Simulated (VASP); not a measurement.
# CdS (zincblende type): single point with LDA

The system is CdS (zincblende type).

```xyz
2
Lattice="0.0000 2.8197 2.8197 2.8197 0.0000 2.8197 2.8197 2.8197 0.0000" Properties=species:S:1:pos:R:3 pbc="T T T"
Cd    0.0000    0.0000    0.0000
S     1.4098    1.4098    1.4098
```

* Program: VASP 6.6.1
* Task: single point
* Functional: LDA
* Potentials or basis: VASP PAW LDA potentials, release 64 (Cd, S)
* Cutoff: 520 eV
* k mesh: 11 × 11 × 11
* Occupations: fermi-dirac, width 0.08 eV
* Spin: no spin polarisation
* Dipole correction: no
* k mesh for the DOS: 17 × 17 × 17
* Occupations for the DOS: tetrahedron
* Further INCAR settings: ALGO = Normal; EDIFF = 1e-06

```yaml
Valence_electrons_inside_the_program's_atomic_spheres: Cd 10.42; S 3.75
```

Levels at points of the mesh, in eV from the valence-band top:
```
           k point  band 7  band 8  band 9  band 10  band 11  band 12
(0.00, 0.00, 0.00)    0.00    0.00    0.00     1.11     6.31     6.31
```

Wall time 2.4 min on 1 thread of AMD EPYC 7R13, with other jobs on the host, peak memory 0.19 GiB.
